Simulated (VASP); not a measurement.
# Sr2Hf2W (P3m1) in VASP: notebook

Runs on Sr2Hf2W. Level: PBE. Tasks: single point, relaxation of cell and atoms.

Everything below comes from runs of VASP 6.6.1. Logs are shortened: lines on timing, memory, paths and dates and some standing lists are left out, and cuts for length are marked.

## (1) The cell of the first run

The structure is trigonal, space group P3m1 (No. 156). Conventional cell: a = 3.419 Å, b = 3.419 Å, c = 13.678 Å, α = 90.00°, β = 90.00°, γ = 120.00°. Within 4.3 Å of Sr (site symmetry 3m) lie 3 W at 3.24 Å and 9 Sr at 3.42 to 4.24 Å. Within 4.5 Å of Sr (site symmetry 3m) lie 9 Sr at 3.42 to 4.24 Å and 3 Hf at 3.57 Å. Within 3.6 Å of Hf (site symmetry 3m) lie 3 W at 2.76 Å and 9 Hf at 3.15 to 3.42 Å. Within 4.1 Å of Hf (site symmetry 3m) lie 9 Hf at 3.15 to 3.42 Å and 3 Sr at 3.57 Å. Within 3.6 Å of W (site symmetry 3m) lie 3 Hf at 2.76 Å and 3 Sr at 3.24 Å and 6 W at 3.42 Å.

The cell was generated, and may not be a known phase.

## (2) Single point, PBE

The input, INCAR:

```
SYSTEM = Sr2Hf2W
ALGO     = Fast           ! electronic algorithm
EDIFF    = 1E-6           ! SCF threshold, eV
ENCUT    = 520            ! plane-wave cutoff, eV
GGA      = PE             ! functional
ISIF     = 2              ! what is computed and relaxed
ISMEAR   = 0              ! smearing method
LASPH    = .TRUE.         ! aspherical terms in the spheres
LCHARG   = .FALSE.        ! write CHGCAR
LREAL    = .FALSE.        ! projectors in reciprocal space
LWAVE    = .FALSE.        ! write WAVECAR
NBANDS   = 35             ! bands
NELM     = 80             ! most SCF steps
PREC     = Accurate       ! precision mode
SIGMA    = 0.1            ! smearing width, eV
```

The input, KPOINTS:

```
k-points
0
G
  6 6 2
  0 0 0
```

The input, POSCAR:

```
Sr2Hf2W
1.0
    3.4191804101      0.0000000026      0.0000000000
   -1.7095902073      2.9610970940      0.0000000000
    0.0000000000      0.0000000000     13.6775569294
Sr Hf W
2 2 1
Direct
    0.0000000000      0.0000000000      0.0137305109
    0.3333333333      0.6666666667      0.7392604668
    0.0000000000      0.0000000000      0.3421709819
    0.6666666667      0.3333333333      0.5214336233
    0.3333333333      0.6666666667      0.2014014072
```

Potentials or basis: VASP PAW PBE potentials, release 64 (Sr_sv, Hf_pv, W_sv).

The run is started by

```bash
$ cat potpaw_PBE.64/Sr_sv/POTCAR potpaw_PBE.64/Hf_pv/POTCAR potpaw_PBE.64/W_sv/POTCAR > POTCAR
$ mpirun -np 1 vasp_std > vasp.out
```

OUTCAR:

```text
SYSTEM = Sr2Hf2W
   EDIFF = 1E-6
   ENCUT = 520
   GGA = PE
   ISIF = 2
   ISMEAR = 0
   LASPH = .TRUE.
   LREAL = .FALSE.
   NELM = 80
   PREC = Accurate

 ion  position               nearest neighbor table
   1  0.000  0.000  0.014-   5 3.24   5 3.24   5 3.24   2 4.24   2 4.24   2 4.24   3 4.49
   2  0.333  0.667  0.739-   4 3.57   4 3.57   4 3.57   1 4.24   1 4.24   1 4.24
   3  0.000  0.000  0.342-   5 2.76   5 2.76   5 2.76   4 3.15   4 3.15   4 3.15   1 4.49
   4  0.667  0.333  0.521-   3 3.15   3 3.15   3 3.15   2 3.57   2 3.57   2 3.57
   5  0.333  0.667  0.201-   3 2.76   3 2.76   3 2.76   1 3.24   1 3.24   1 3.24

  LATTYP: Found a hexagonal cell.
 ALAT       =     3.4191804101
 C/A-ratio  =     4.0002442951

  Lattice vectors:

 A1 = (   3.4191804101,   0.0000000026,   0.0000000000)
 A2 = (  -1.7095902073,   2.9610970940,   0.0000000000)
 A3 = (   0.0000000000,   0.0000000000,  13.6775569294)

Analysis of symmetry for initial positions (statically):
=====================================================================
 Subroutine PRICEL returns:
 Original cell was already a primitive cell.

 Routine SETGRP: Setting up the symmetry group for a
 hexagonal supercell.

 Subroutine GETGRP returns: Found  6 space group operations
 (whereof  6 operations were pure point group operations)
 out of a pool of 24 trial point group operations.

The static configuration has the point symmetry C_3v.

Analysis of symmetry for dynamics (positions and initial velocities):
=====================================================================
 Subroutine PRICEL returns:
 Original cell was already a primitive cell.

 Routine SETGRP: Setting up the symmetry group for a
 hexagonal supercell.

 Subroutine GETGRP returns: Found  6 space group operations
 (whereof  6 operations were pure point group operations)
 out of a pool of 24 trial point group operations.

The dynamic configuration has the point symmetry C_3v.

 Subroutine INISYM returns: Found  6 space group operations
 (whereof  6 operations are pure point group operations),
 and found     1 'primitive' translations

----------------------------------------------------------------------------------------

                                     Primitive cell

  volume of cell :     138.4788

  direct lattice vectors                    reciprocal lattice vectors
     3.419180410  0.000000003  0.000000000     0.292467749  0.168856334  0.000000000
    -1.709590207  2.961097094  0.000000000    -0.000000000  0.337712668  0.000000000
     0.000000000  0.000000000 13.677556929     0.000000000  0.000000000  0.073112472

  length of vectors
     3.419180410  3.419180410 13.677556929     0.337712668  0.337712668  0.073112472

  position of ions in fractional coordinates (direct lattice)
     0.000000000  0.000000000  0.013730511
     0.333333333  0.666666667  0.739260467
     0.000000000  0.000000000  0.342170982
     0.666666667  0.333333333  0.521433623
     0.333333333  0.666666667  0.201401407

  ion indices of the primitive-cell ions
   primitive index   ion index
                 1           1
                 2           2
                 3           3
                 4           4
                 5           5

----------------------------------------------------------------------------------------

 KPOINTS: k-points

Automatic generation of k-mesh.
 Grid dimensions read from file:
 generate k-points for:    6    6    2

 Generating k-lattice:

  Cartesian coordinates                     Fractional coordinates (reciprocal lattice)
     0.048744625  0.028142722  0.000000000     0.166666667  0.000000000  0.000000000
    -0.000000000  0.056285445  0.000000000     0.000000000  0.166666667  0.000000000
     0.000000000  0.000000000  0.036556236     0.000000000  0.000000000  0.500000000

  Length of vectors
     0.056285445  0.056285445  0.036556236

  Shift w.r.t. Gamma in fractional coordinates (k-lattice)
     0.000000000  0.000000000  0.000000000

 Subroutine IBZKPT returns following result:
 ===========================================

 Found     14 irreducible k-points:

 Following reciprocal coordinates:
            Coordinates               Weight
  0.000000  0.000000  0.000000      1.000000
  0.166667 -0.000000  0.000000      6.000000
  0.333333 -0.000000  0.000000      6.000000
  0.500000  0.000000  0.000000      3.000000
  0.166667  0.166667  0.000000      6.000000
  0.333333  0.166667  0.000000     12.000000
  0.333333  0.333333  0.000000      2.000000
  0.000000  0.000000  0.500000      1.000000
  0.166667 -0.000000  0.500000      6.000000
  0.333333 -0.000000  0.500000      6.000000
  0.500000  0.000000  0.500000      3.000000
  0.166667  0.166667  0.500000      6.000000
  0.333333  0.166667  0.500000     12.000000
  0.333333  0.333333  0.500000      2.000000
   k-points           NKPTS =     14   k-points in BZ     NKDIM =     14   number of bands    NBANDS=     35
   number of dos      NEDOS =    301   number of ions     NIONS =      5
   total plane-waves  NPLWV =  84672
   dimension x,y,z NGX =    28 NGY =   28 NGZ =  108
   dimension x,y,z NGXF=    56 NGYF=   56 NGZF=  216
   ions per type =               2   2   1
   NGX,Y,Z   is equivalent  to a cutoff of  13.61, 13.61, 13.13 a.u.
   NGXF,Y,Z  is equivalent  to a cutoff of  27.23, 27.23, 26.25 a.u.
 SYSTEM =  Sr2Hf2W
   PREC   = accura    normal or accurate (medium, high low for compatibility)
   ISTART =      0    job   : 0-new  1-cont  2-samecut
   ICHARG =      2    charge: 1-file 2-atom 10-const
   ISPIN  =      1    spin polarized calculation?
   LNONCOLLINEAR =      F non collinear calculations
   LSORBIT =      F    spin-orbit coupling
   LASPH  =      T    aspherical Exc in radial PAW
   ENCUT  =  520.0 eV  38.22 Ry    6.18 a.u.   6.36  6.36 25.43*2*pi/ulx,y,z
   NELM   =     80;   NELMIN=  2; NELMDL= -5     # of ELM steps
   EDIFF  = 0.1E-05   stopping-criterion for ELM
   LREAL  =      F    real-space projection
   EDIFFG = 0.1E-04   stopping-criterion for IOM
   NSW    =      0    number of steps for IOM
   IBRION =     -1    ionic relax: 0-MD 1-quasi-New 2-CG
   NFREE  =      0    steps in history (QN), initial steepest desc. (CG)
   ISIF   =      2    stress and relaxation
   ISYM   =      2    0-nonsym 1-usesym 2-fastsym
   POTIM  = 0.5000    time-step for ionic-motion
   TEBEG  =    0.0;   TEEND  =   0.0 temperature during run
   PSTRESS=    0.0 pullay stress
   NELECT =      54.0000    total number of electrons
   NUPDOWN=      -1.0000    fix difference up-down
   EMIN   =  10.00;   EMAX   =-10.00  energy-range for DOS
   EFERMI =   0.00;   METHOD = LEGACY
   ISMEAR =     0;   SIGMA  =   0.10  broadening in eV -4-tet -1-fermi 0-gaus
   EFERMI_NEDOS =   21; number of points for ismear=-14 and -15
   IALGO  =     68    algorithm
   IMIX   =      4    mixing-type and parameters
     AMIX     =   0.40;   BMIX     =  1.00
     AMIX_MAG =   1.60;   BMIX_MAG =  1.00
  volume/ion in A,a.u.               =      27.70       186.90
  Fermi-wavevector in a.u.,A,eV,Ry     =   1.196038  2.260184 19.463232  1.430507
  Thomas-Fermi vector in A             =   2.331989
   LORBIT       =      0    0 simple, 1 ext, 2 COOP (PROOUT), +10 PAW based schemes
   GGA     = PE    functional components
   LHFCALC =     F    Hartree Fock is set to
   AEXX    =    0.0000 exact exchange contribution
   IVDW    =     0    specifies the selected vdW correction
   LEPSILON=     F    determine dielectric tensor
   LRPA    =     F    only Hartree local field effects (RPA)
 non-spin polarized calculation
 RMM-DIIS sequential band-by-band and
 Gauss-broadening in eV      SIGMA  =   0.10
  energy-cutoff  :      520.00
  volume of cell :      138.48
 maximum number of plane-waves:      3771
 NGX is ok and might be reduce to    28
   NGX = 13   NGY = 13   NGZ = 51

 number of electron      54.0000001 magnetization

 Free energy of the ion-electron system (eV)
  ---------------------------------------------------
  ext. energy  EPLUGINS =         0.00000000
  ---------------------------------------------------
  free energy    TOTEN  =       -32.23481191 eV

  energy without entropy =      -32.19804003  energy(sigma->0) =      -32.21642597

 E-fermi :   4.1252     XC(G=0): -10.0583

 val. band max:        4.1105486048   @ k =   0.3333  -0.0000   0.5000
 cond. band min:       4.1283741361   @ k =   0.3333  -0.0000   0.0000
 fundamental gap:      0.0178255313
 Fermi energy:         4.1251531527

 k-point     1 :       0.0000    0.0000    0.0000
  band No.  band energies     occupation
      1     -69.3567      2.00000
      2     -33.5237      2.00000
      3     -33.5237      2.00000
      4     -33.4926      2.00000
      5     -31.6106      2.00000
      6     -31.4982      2.00000
[... 27 lines left out ...]
     34       6.5792      0.00000
     35       6.5803      0.00000

 k-point     2 :       0.1667   -0.0000    0.0000
  band No.  band energies     occupation
      1     -69.3554      2.00000
      2     -33.5589      2.00000
      3     -33.5325      2.00000
      4     -33.4877      2.00000
      5     -31.5722      2.00000
      6     -31.4603      2.00000
[... 27 lines left out ...]
     34       6.3223      0.00000
     35       6.6272      0.00000

 k-point     3 :       0.3333   -0.0000    0.0000
  band No.  band energies     occupation
      1     -69.3528      2.00000
      2     -33.6286      2.00000
      3     -33.5502      2.00000
      4     -33.4781      2.00000
      5     -31.4941      2.00000
      6     -31.3830      2.00000
[... 27 lines left out ...]
     34       6.3473      0.00000
     35       6.8333      0.00000
[... 343 lines left out ...]
 k-point    13 :       0.3333    0.1667    0.5000
  band No.  band energies     occupation
      1     -69.3515      2.00000
      2     -33.6456      2.00000
      3     -33.5767      2.00000
      4     -33.4733      2.00000
      5     -31.4545      2.00000
      6     -31.3438      2.00000
[... 27 lines left out ...]
     34       6.3986      0.00000
     35       6.5893      0.00000

 k-point    14 :       0.3333    0.3333    0.5000
  band No.  band energies     occupation
      1     -69.3508      2.00000
      2     -33.6252      2.00000
      3     -33.6190      2.00000
      4     -33.4708      2.00000
      5     -31.4346      2.00000
      6     -31.3241      2.00000
[... 27 lines left out ...]
     34       6.4155      0.00000
     35       6.8650      0.00000

------------------------ aborting loop because EDIFF is reached ----------------------------------------

  FORCE on cell =-STRESS in cart. coord.  units (eV):
  Direction    XX          YY          ZZ          XY          YZ          ZX
  --------------------------------------------------------------------------------------
  -------------------------------------------------------------------------------------
  Total       -0.1080212     -0.1080212     -0.1977643     -0.0000000      0.0000000     -0.0000000
  in kB       -1.2497880     -1.2497880     -2.2881015     -0.0000000      0.0000000     -0.0000000
  external PRESSURE =      -1.5958925 kB  Pullay stress =       0.0000000 kB

 VOLUME and BASIS-vectors are now :
 -----------------------------------------------------------------------------
  energy-cutoff  :      520.00
  volume of cell :      138.48
      direct lattice vectors                 reciprocal lattice vectors
     3.419180410  0.000000003  0.000000000     0.292467749  0.168856334  0.000000000
    -1.709590207  2.961097094  0.000000000    -0.000000000  0.337712668  0.000000000
     0.000000000  0.000000000 13.677556929     0.000000000  0.000000000  0.073112472

 POSITION                                       TOTAL-FORCE (eV/Angst)
 -----------------------------------------------------------------------------------
      0.00000      0.00000      0.18780         0.000000      0.000000     -0.014281
     -0.00000      1.97406     10.11128        -0.000000      0.000000      0.017736
      0.00000      0.00000      4.68006         0.000000      0.000000     -0.044635
      1.70959      0.98703      7.13194         0.000000     -0.000000     -0.021970
     -0.00000      1.97406      2.75468        -0.000000      0.000000      0.063150
 -----------------------------------------------------------------------------------
    total drift:                                0.000000     -0.000000      0.001247

  FREE ENERGIE OF THE ION-ELECTRON SYSTEM (eV)
  ---------------------------------------------------
  free  energy   TOTEN  =       -32.2348119119 eV

  energy  without entropy=      -32.1980400306  energy(sigma->0) =      -32.21642597
```

It took 2.5 min on 1 thread of Oxide Virtual Turin-like, shared host; peak memory 0.28 GiB.

What came out:

```
Free energy            : -32.2348 eV
Pressure               : -0.2 GPa
Largest force          : 0.063 eV/Å
Band gap on the k mesh : zero (bands 27 and 28 overlap by 0.17 eV)
```

Forces in eV/Å, atoms in the order of the input:
```
Sr   0.000  0.000 -0.014
Sr   0.000  0.000  0.018
Hf   0.000  0.000 -0.045
Hf   0.000  0.000 -0.022
W    0.000  0.000  0.063
```

Stress tensor (GPa, compression positive):
```
-0.12  0.00  0.00
 0.00 -0.12  0.00
 0.00  0.00 -0.23
```

Caveat: spin-orbit coupling is left out, which moves the levels of the heavy elements.

[end of part 1 of 2]

The gap in the log of VASP goes by the Fermi energy; the results here count the filled bands.